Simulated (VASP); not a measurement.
# LaAgS2 (P4/nmm) in VASP: a series of runs

The runs below take LaAgS2 through relaxation of cell and atoms, with PBE.

All numbers are computed with VASP 6.6.1; they aren't measurements. Logs are shortened: lines on timing, memory, paths and dates and some standing lists are left out, and cuts for length are marked.

## Step 1: The cell of the first run

Symmetry: P4/nmm, No. 129, tetragonal system. The conventional cell has a = 4.109 Å, b = 4.109 Å, c = 10.169 Å, α = 90.00°, β = 90.00°, γ = 90.00°. Within 3.9 Å of Ag (site symmetry -4m2) lie 4 Ag at 2.91 Å and 4 La at 3.15 Å and 4 S at 3.87 Å. La (site symmetry 4mm) has 8 S at 3.04 to 3.39 Å and 4 Ag at 3.15 Å and 4 La at 4.11 Å within 4.2 Å. Within 3.6 Å of S (site symmetry 4mm) lie 4 S at 2.74 Å and 4 La at 3.04 Å. Within 3.6 Å of S (site symmetry -4m2) lie 8 S at 2.74 to 2.91 Å and 4 La at 3.39 Å.

## Step 2: Relaxation of cell and atoms, PBE

INCAR

```
SYSTEM = LaAgS2
  PREC = Accurate
  ENCUT = 600
  EDIFF = 1E-6
  ISMEAR = 0
  SIGMA = 0.1649
  LREAL = .FALSE.
  LASPH = .TRUE.
  NELM = 80
  ALGO = Normal
  ISIF = 3
  LWAVE = .FALSE.
  LCHARG = .FALSE.
  GGA = PE
  IBRION = 2
  NSW = 60
  EDIFFG = -0.01
```

KPOINTS

```
Automatic mesh
0
G
  5 5 2
  0 0 0
```

POSCAR

```
LaAgS2
1.0
    4.1091400000      0.0000000000      0.0000000000
    0.0000000000      4.1091400000      0.0000000000
    0.0000000000      0.0000000000     10.1686830000
Ag La S
2 2 4
Direct
    0.7500000000      0.2500000000      0.0000000000
    0.2500000000      0.7500000000      0.0000000000
    0.2500000000      0.2500000000      0.7651000000
    0.7500000000      0.7500000000      0.2349000000
    0.2500000000      0.2500000000      0.3220000000
    0.7500000000      0.7500000000      0.6780000000
    0.7500000000      0.2500000000      0.5000000000
    0.2500000000      0.7500000000      0.5000000000
```

Potentials or basis: VASP PAW PBE potentials, release 64 (Ag, La, S).

Command:

```bash
cat potpaw_PBE.64/Ag/POTCAR potpaw_PBE.64/La/POTCAR potpaw_PBE.64/S/POTCAR > POTCAR
mpirun -np 1 vasp_std > vasp.out
```

OUTCAR:

```text
SYSTEM = LaAgS2
   PREC = Accurate
   ENCUT = 600
   EDIFF = 1E-6
   ISMEAR = 0
   LREAL = .FALSE.
   LASPH = .TRUE.
   NELM = 80
   ISIF = 3
   GGA = PE
   IBRION = 2
   NSW = 60
   EDIFFG = -0.01

 ion  position               nearest neighbor table
   1  0.750  0.250  0.000-   2 2.91   2 2.91   2 2.91   2 2.91   4 3.15   4 3.15   3 3.15   3 3.15

   2  0.250  0.750  0.000-   1 2.91   1 2.91   1 2.91   1 2.91   3 3.15   4 3.15   4 3.15   3 3.15

   3  0.250  0.250  0.765-   6 3.04   6 3.04   6 3.04   6 3.04   2 3.15   1 3.15   1 3.15   2 3.15

   4  0.750  0.750  0.235-   5 3.04   5 3.04   5 3.04   5 3.04   2 3.15   2 3.15   1 3.15   1 3.15

   5  0.250  0.250  0.322-   7 2.74   8 2.74   8 2.74   7 2.74   4 3.04   4 3.04   4 3.04   4 3.04

   6  0.750  0.750  0.678-   7 2.74   8 2.74   7 2.74   8 2.74   3 3.04   3 3.04   3 3.04   3 3.04

   7  0.750  0.250  0.500-   5 2.74   6 2.74   6 2.74   5 2.74
   8  0.250  0.750  0.500-   5 2.74   6 2.74   5 2.74   6 2.74

  LATTYP: Found a simple tetragonal cell.
 ALAT       =     4.1091400000
 C/A-ratio  =     2.4746499267

  Lattice vectors:

 A1 = (   4.1091400000,   0.0000000000,   0.0000000000)
 A2 = (   0.0000000000,   4.1091400000,   0.0000000000)
 A3 = (   0.0000000000,   0.0000000000,  10.1686830000)

Analysis of symmetry for initial positions (statically):
=====================================================================
 Subroutine PRICEL returns:
 Original cell was already a primitive cell.

 Routine SETGRP: Setting up the symmetry group for a
 simple tetragonal supercell.

 Subroutine GETGRP returns: Found 16 space group operations
 (whereof  4 operations were pure point group operations)
 out of a pool of 16 trial point group operations.

The static configuration has the point symmetry C_2h.
 The point group associated with its full space group is D_4h.

Analysis of symmetry for dynamics (positions and initial velocities):
=====================================================================
 Subroutine PRICEL returns:
 Original cell was already a primitive cell.

 Routine SETGRP: Setting up the symmetry group for a
 simple tetragonal supercell.

 Subroutine GETGRP returns: Found 16 space group operations
 (whereof  4 operations were pure point group operations)
 out of a pool of 16 trial point group operations.

The dynamic configuration has the point symmetry C_2h.
 The point group associated with its full space group is D_4h.

 Subroutine INISYM returns: Found 16 space group operations
 (whereof  4 operations are pure point group operations),
 and found     1 'primitive' translations

[... 110 lines left out ...]
   IALGO  =     38    algorithm
   IMIX   =      4    mixing-type and parameters
     AMIX     =   0.40;   BMIX     =  1.00
     AMIX_MAG =   1.60;   BMIX_MAG =  1.00
  volume/ion in A,a.u.               =      21.46       144.83
  Fermi-wavevector in a.u.,A,eV,Ry     =   1.202234  2.271892 19.665400  1.445366
  Thomas-Fermi vector in A             =   2.338021
   LORBIT       =      0    0 simple, 1 ext, 2 COOP (PROOUT), +10 PAW based schemes
   GGA     = PE    functional components
   LHFCALC =     F    Hartree Fock is set to
   AEXX    =    0.0000 exact exchange contribution
   IVDW    =     0    specifies the selected vdW correction
   LEPSILON=     F    determine dielectric tensor
   LRPA    =     F    only Hartree local field effects (RPA)
 conjugate gradient relaxation of ions
 non-spin polarized calculation
 Gauss-broadening in eV      SIGMA  =   0.16
  energy-cutoff  :      600.00
  volume of cell :      171.70
 maximum number of plane-waves:      5768
 NGX is ok and might be reduce to    36
   NGX = 17   NGY = 17   NGZ = 41

--------------------------------------- Ionic step        1  -------------------------------------------

 number of electron      67.9999991 magnetization

 Free energy of the ion-electron system (eV)
  ---------------------------------------------------
  ext. energy  EPLUGINS =         0.00000000
  ---------------------------------------------------
  free energy    TOTEN  =       -34.36571977 eV

  energy without entropy =      -34.28671485  energy(sigma->0) =      -34.32621731

------------------------ aborting loop because EDIFF is reached ----------------------------------------

  FORCE on cell =-STRESS in cart. coord.  units (eV):
  Direction    XX          YY          ZZ          XY          YZ          ZX
  --------------------------------------------------------------------------------------
  -------------------------------------------------------------------------------------
  Total        0.1729346      0.1729346      5.3385232      0.0000000     -0.0000000      0.0000000
  in kB        1.6137115      1.6137115     49.8155731      0.0000000     -0.0000000      0.0000000
  external PRESSURE =      17.6809987 kB  Pullay stress =       0.0000000 kB
[... 107 lines left out ...]
  FREE ENERGIE OF THE ION-ELECTRON SYSTEM (eV)
  ---------------------------------------------------
  free  energy   TOTEN  =       -39.1254670540 eV

  energy  without entropy=      -39.0714877446  energy(sigma->0) =      -39.09847740

 E-fermi :   7.6481     XC(G=0): -10.5035

 val. band max:        7.3380208181   @ k =   0.2000   0.0000   0.0000
 cond. band min:       7.7732727562   @ k =   0.4000   0.4000   0.5000
 fundamental gap:      0.4352519381
 Fermi energy:         7.6480756376

 k-point     1 :       0.0000    0.0000    0.0000
  band No.  band energies     occupation
      1     -24.4415      2.00000
      2     -24.4248      2.00000
      3     -10.0660      2.00000
      4      -8.6924      2.00000
      5      -8.0100      2.00000
      6      -8.0100      2.00000
[... 505 lines left out ...]
     39      10.3449      0.00000
     40      10.3731      0.00000

[... ionic steps 4 to 22 ...]

--------------------------------------- Ionic step       23  -------------------------------------------

 number of electron      67.9999998 magnetization

------------------------ aborting loop because EDIFF is reached ----------------------------------------
[... 79 lines left out ...]
--------------------------------------- Ionic step       25  -------------------------------------------

 number of electron      67.9999999 magnetization

 Free energy of the ion-electron system (eV)
  ---------------------------------------------------
  ext. energy  EPLUGINS =         0.00000000
  ---------------------------------------------------
  free energy    TOTEN  =       -40.32766089 eV

  energy without entropy =      -40.29350759  energy(sigma->0) =      -40.31058424

 E-fermi :   6.2196     XC(G=0):  -9.8890

 val. band max:        6.1188127205   @ k =   0.2000   0.0000   0.0000
 cond. band min:       6.2290537184   @ k =   0.4000   0.4000   0.5000
 fundamental gap:      0.1102409979
 Fermi energy:         6.2195654857

 k-point     1 :       0.0000    0.0000    0.0000
  band No.  band energies     occupation
      1     -26.2225      2.00000
      2     -26.2182      2.00000
      3     -10.6854      2.00000
      4     -10.1493      2.00000
      5      -9.7850      2.00000
      6      -9.7850      2.00000
[... 540 lines left out ...]
  FREE ENERGIE OF THE ION-ELECTRON SYSTEM (eV)
  ---------------------------------------------------
  free  energy   TOTEN  =       -40.3276608941 eV

  energy  without entropy=      -40.2935075861  energy(sigma->0) =      -40.31058424

 reached required accuracy - stopping structural energy minimisation
```

CONTCAR:

```text
LaAgS2
   1.00000000000000
     3.9470677102167082   -0.0000000000000009   -0.0000000000000000
     0.0000000000000006    3.9470677102167082   -0.0000000000000000
    -0.0000000000000000   -0.0000000000000000   12.3009791333420679
  Ag              La              S
     2     2     4
Direct
     0.7500000000000000    0.2500000000000000    0.0000000000000000
     0.2500000000000000    0.7500000000000000    0.0000000000000000
     0.2500000000000000    0.2500000000000000    0.6827178412325060
     0.7500000000000000    0.7500000000000000    0.3172821587674938
     0.2500000000000000    0.2500000000000000    0.2442792634961371
     0.7500000000000000    0.7500000000000000    0.7557207365038626
     0.7500000000000000    0.2500000000000000    0.5000000000000000
     0.2500000000000000    0.7500000000000000    0.5000000000000000

  0.00000000E+00  0.00000000E+00  0.00000000E+00
  0.00000000E+00  0.00000000E+00  0.00000000E+00
  0.00000000E+00  0.00000000E+00  0.00000000E+00
  0.00000000E+00  0.00000000E+00  0.00000000E+00
  0.00000000E+00  0.00000000E+00  0.00000000E+00
  0.00000000E+00  0.00000000E+00  0.00000000E+00
  0.00000000E+00  0.00000000E+00  0.00000000E+00
  0.00000000E+00  0.00000000E+00  0.00000000E+00
```

Wall time 18 min (1 thread of Intel Xeon 6975P-C (Granite Rapids), shared host); peak memory 0.41 GiB.

What came out:

| Property | Result |
| --- | --- |
| Free energy | -40.3277 eV |
| Relaxed volume | 23.96 Å³/atom |
| Relaxed cell | a = 3.947 Å, b = 3.947 Å, c = 12.301 Å, α = 90.00°, β = 90.00°, γ = 90.00° |
| Space group after relaxing (to 0.1 Å) | P4/nmm (No. 129) |
| Energy gained by relaxing | 745.2 meV/atom |
| Ionic steps | 25 |
| Pressure after relaxing | 0.0 GPa |
| Largest force after relaxing | 0.008 eV/Å |
| Band gap on the k mesh | zero (bands 34 and 35 overlap by 1.54 eV) |

Forces in eV/Å, atoms in the order of the input:
```
Ag   0.000  0.000  0.000
Ag   0.000  0.000  0.000
La   0.000  0.000 -0.008
La   0.000  0.000  0.008
S    0.000  0.000 -0.003
S    0.000  0.000  0.003
S    0.000  0.000  0.000
S    0.000  0.000  0.000
```

The path:
| step | energy change (eV) | largest force (eV/Å) | pressure (GPa) | volume (Å³) |
| --- | --- | --- | --- | --- |
| 1 | 0.0000 | 2.8398 | 1.77 | 171.70 |
| 2 | -1.6259 | 2.6480 | -0.62 | 177.60 |
| 3 | -4.7597 | 1.3827 | -4.12 | 195.43 |
| 4 | -2.5640 | 1.3543 | -3.68 | 231.73 |
| 5 | -5.5162 | 0.3455 | -5.21 | 208.42 |
| 6 | -5.5893 | 0.3420 | -4.99 | 204.57 |
| 7 | -4.9157 | 2.1425 | 12.03 | 168.13 |
| 8 | -5.9288 | 0.3861 | -0.37 | 190.32 |
| 9 | -5.9294 | 0.4155 | -0.19 | 189.86 |
| 10 | -5.9603 | 0.0229 | 0.01 | 189.29 |
| 11 | -5.9603 | 0.0191 | 0.03 | 189.25 |
| 12 | -5.9603 | 0.0201 | 0.02 | 189.27 |
| 13 | -5.9604 | 0.0210 | -0.01 | 189.43 |
| 14 | -5.9607 | 0.0233 | -0.10 | 189.91 |
| 15 | -5.9605 | 0.0345 | -0.28 | 190.87 |
| 16 | -5.9607 | 0.0224 | -0.17 | 190.26 |
| 17 | -5.9607 | 0.0243 | -0.16 | 190.27 |
| 18 | -5.9608 | 0.0224 | -0.16 | 190.30 |
| 19 | -5.9609 | 0.0216 | -0.14 | 190.36 |
| 20 | -5.9611 | 0.0221 | -0.12 | 190.47 |
| 21 | -5.9615 | 0.0238 | -0.09 | 190.70 |
| 22 | -5.9618 | 0.0289 | 0.02 | 191.15 |
| 23 | -5.9618 | 0.0292 | 0.03 | 191.18 |
| 24 | -5.9619 | 0.0216 | 0.02 | 191.33 |
| 25 | -5.9619 | 0.0082 | 0.00 | 191.64 |

Final structure:
```
CELL_PARAMETERS angstrom
3.94707 0.00000 0.00000
0.00000 3.94707 0.00000
0.00000 0.00000 12.30098
ATOMIC_POSITIONS crystal
Ag 0.75000 0.25000 0.00000
Ag 0.25000 0.75000 0.00000
La 0.25000 0.25000 0.68272
La 0.75000 0.75000 0.31728
S 0.25000 0.25000 0.24428
S 0.75000 0.75000 0.75572
S 0.75000 0.25000 0.50000
S 0.25000 0.75000 0.50000
```

Caveat: a cell axis changed by over 15 % at a fixed basis, so the end point is rough; spin-orbit coupling is left out, which moves the levels of the heavy elements.

## Step 3: Relaxation of cell and atoms, PBE

INCAR

```
ALGO = Normal
EDIFF = 1E-6
EDIFFG = -0.01
ENCUT = 600
GGA = PE
IBRION = 2
ISIF = 3
ISMEAR = -5
LASPH = T
LCHARG = F
LREAL = F
LWAVE = F
NELM = 100
NSW = 60
PREC = Accurate
SIGMA = 0.1
```

KPOINTS

```
k-points
0
Gamma
  5 5 2
```

POSCAR is that of step 2.

Potentials or basis: VASP PAW PBE potentials, release 64 (Ag, La, S).

Command:

```bash
cat potpaw_PBE.64/Ag/POTCAR potpaw_PBE.64/La/POTCAR potpaw_PBE.64/S/POTCAR > POTCAR
mpirun -np 1 vasp_std > vasp.out
```

Wall time 22 min (1 thread of Intel Xeon 6975P-C (Granite Rapids), shared host); peak memory 0.42 GiB.

Results (log left out):

```yaml
Free_energy: -40.3070 eV
Relaxed_volume: 24.14 Å³/atom
Relaxed_cell: a = 3.933 Å, b = 3.933 Å, c = 12.480 Å, α = 90.00°, β = 90.00°, γ = 90.00°
Space_group_after_relaxing_to_0.1_Å: P4/nmm (No. 129)
Energy_gained_by_relaxing: 747.6 meV/atom
Ionic_steps: 29
Pressure_after_relaxing: 0.0 GPa
Largest_force_after_relaxing: 0.008 eV/Å
Band_gap_on_the_k_mesh: zero (bands 34 and 35 overlap by 1.62 eV)
```

Forces in eV/Å, atoms in the order of the input:
```
Ag   0.000  0.000  0.000
Ag   0.000  0.000  0.000
La   0.000  0.000  0.005
La   0.000  0.000 -0.005
S    0.000  0.000 -0.008
S    0.000  0.000  0.008
S    0.000  0.000  0.000
S    0.000  0.000  0.000
```

Step by step:
```
step  energy change (eV)  largest force (eV/Å)  pressure (GPa)  volume (Å³)
   1              0.0000                2.9445            1.72       171.70
   2             -1.6875                2.5349           -0.64       177.42
   3             -3.7346                1.8250           -2.68       186.84
   4             -5.6318                0.3504           -5.08       205.70
   5             -4.7115                2.3990           13.34       166.42
   6             -5.9601                0.3649           -0.66       191.41
   7             -5.9609                0.4029           -0.44       190.83
   8             -5.9609                0.4204           -0.33       190.54
   9             -5.9777                0.0594            0.07       189.36
  10             -5.9773                0.0536            0.08       189.33
  11             -5.9779                0.0437           -0.12       189.87
  12             -5.9779                0.0443           -0.09       189.86
  13             -5.9783                0.0296           -0.03       189.75
  14             -5.9785                0.0233            0.08       189.57
  15             -5.9790                0.0215            0.03       189.88
  16             -5.9795                0.0217           -0.07       190.50
  17             -5.9796                0.0205           -0.05       190.57
  18             -5.9799                0.0195            0.00       190.79
  19             -5.9799                0.0297            0.10       191.22
  20             -5.9785                0.0583            0.34       192.07
  21             -5.9797                0.0388            0.18       191.46
  22             -5.9799                0.0360            0.14       191.79
  23             -5.9803                0.0283            0.03       192.76
  24             -5.9803                0.0259           -0.01       193.18
  25             -5.9803                0.0262           -0.01       193.12
  26             -5.9805                0.0227            0.00       193.11
  27             -5.9808                0.0141            0.02       193.10
  28             -5.9811                0.0254            0.06       193.07
  29             -5.9809                0.0081            0.03       193.09
```

Final structure:
```
CELL_PARAMETERS angstrom
3.93337 0.00000 0.00000
0.00000 3.93337 0.00000
0.00000 0.00000 12.48049
ATOMIC_POSITIONS crystal
Ag 0.75000 0.25000 0.00000
Ag 0.25000 0.75000 0.00000
La 0.25000 0.25000 0.68152
La 0.75000 0.75000 0.31848
S 0.25000 0.25000 0.24742
S 0.75000 0.75000 0.75258
S 0.75000 0.25000 0.50000
S 0.25000 0.75000 0.50000
```

Levels at points of the mesh, in eV from the Fermi level:
```csv
k point,band 30,band 31,band 32,band 33,band 34,band 35,band 36,band 37,band 38,band 39
"(0.00, 0.00, 0.00)",-1.81,-1.77,-1.77,-1.43,0.23,0.80,0.80,1.19,1.93,2.29
"(0.00, 0.00, 0.50)",-1.81,-1.73,-1.73,-1.07,0.21,0.80,0.80,1.21,1.79,2.11
```

Caveat: a cell axis changed by over 15 % at a fixed basis, so the end point is rough; spin-orbit coupling is left out, which moves the levels of the heavy elements; tetrahedron occupations give inexact forces and stress in metals.

The gap in the log of VASP goes by the Fermi energy; the results here count the filled bands.